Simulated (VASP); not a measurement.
Here is a VASP 6.6.1 calculation.

POSCAR

```
TePb
1.0
    4.0287929844      0.0000000000      0.0000000000
    0.0000000000      4.0287929844      0.0000000000
    0.0000000000      0.0000000000      4.0287929844
Pb Te
1 1
Direct
    0.0000000000      0.0000000000      0.0000000000
    0.5000000000      0.5000000000      0.5000000000
```

File INCAR.step1:

```
  PREC = Accurate
  ENCUT = 520
  EDIFF = 1E-5
  ISMEAR = -1
  SIGMA = 0.05
  LREAL = F
  LASPH = T
  NELM = 100
  ALGO = Normal
  ISIF = 2
  LWAVE = T
  GGA = PE
  NBANDS = 17
```

INCAR.step2

```
  PREC = Accurate
  ENCUT = 520
  EDIFF = 1E-6
  ISMEAR = -1
  SIGMA = 0.05
  LREAL = F
  LASPH = T
  NELM = 100
  ALGO = Normal
  ISIF = 2
  LWAVE = F
  LCHARG = T
  METAGGA = R2SCAN
  LHFCALC = T
  AEXX = 0.25
  LMIXTAU = T
  PRECFOCK = Normal
  LELF = T
  LVHAR = T
  ISTART = 1
  NBANDS = 17
```

KPOINTS

```
regular mesh
0
Gamma
  4 4 4
```

Potentials or basis: VASP PAW PBE potentials, release 64 (Pb_d, Te).

Run with:

```bash
$ cat potpaw_PBE.64/Pb_d/POTCAR potpaw_PBE.64/Te/POTCAR > POTCAR
$ cp INCAR.step1 INCAR
$ mpirun -np 1 vasp_std > vasp.out
$ cp INCAR.step2 INCAR
$ mpirun -np 1 vasp_std > vasp.out
```

Task: Predict the band gap on the k mesh.

Result: Zero (bands 10 and 11 overlap by 1.44 eV).

Task: Estimate the pressure.

Result: -1.6 GPa.

Caveat: the k points lie up to 0.39 Å⁻¹ apart, too coarse for converged energies and pressures of a metal; the PAW data sets were made with another functional, which shifts forces and pressure a little; spin-orbit coupling is left out, which moves the levels of the heavy elements.
